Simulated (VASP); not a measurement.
Al3Cu2, 10 atoms in the cell. Symmetry: P3m1, No. 156, trigonal system. Conventional cell: a = 4.099 Å, b = 4.099 Å, c = 15.964 Å, α = 90.00°, β = 90.00°, γ = 120.00°. Within 3.3 Å of Al (site symmetry 3m) lie 6 Cu at 2.49 Å and 6 Al at 2.94 Å. Al (site symmetry 3m) has 3 Cu at 2.49 Å and 3 Al at 2.94 Å within 3.3 Å. Al (site symmetry 3m) has 5 Cu at 2.45 to 2.56 Å and 6 Al at 2.79 to 2.94 Å within 3.2 Å. Al (site symmetry 3m) has 4 Cu at 2.45 to 2.56 Å and 6 Al at 2.79 to 2.94 Å within 3.2 Å. Within 3.2 Å of Al (site symmetry 3m) lie 4 Cu at 2.45 to 2.56 Å and 3 Al at 2.79 Å. Within 3.2 Å of Al (site symmetry 3m) lie 5 Cu at 2.45 to 2.56 Å and 6 Al at 2.79 to 2.94 Å. Cu (site symmetry 3m) has 4 Al at 2.45 to 2.56 Å within 3.2 Å. Cu (site symmetry 3m) has 8 Al at 2.45 to 2.56 Å and 3 Cu at 2.84 Å within 3.2 Å.  This cell differs from its parent crystal: the distance across one plane changed.

| Property | Result |
| --- | --- |
| Program | VASP 6.6.1 |
| Task | single point |
| Functional | PBEsol |
| Potentials or basis | VASP PAW PBE potentials, release 64 (Al, Cu) |
| Cutoff | 520 eV |
| k mesh | 13 × 13 × 5 |
| Occupations | gaussian, width 0.15 eV |
| Spin | no spin polarisation |
| Dipole correction | no |
| Further INCAR settings | ALGO = Fast; EDIFF = 1e-07; NBANDS = 42 |

Potentials or basis: VASP PAW PBE potentials, release 64 (Al, Cu).

The run is started by

```bash
$ cat potpaw_PBE.64/Al/POTCAR potpaw_PBE.64/Cu/POTCAR > POTCAR
$ mpirun -np 1 vasp_std > vasp.out
```

Hardware: 1 thread of Intel(R) Xeon(R) 6975P-C (Granite Rapids), on a shared host.

How long does it take, and how much memory?

Run time: 16 min on 1 thread of Intel(R) Xeon(R) 6975P-C (Granite Rapids) (shared host), peak memory 0.77 GiB. Counts: scf iterations 23, k points 91.
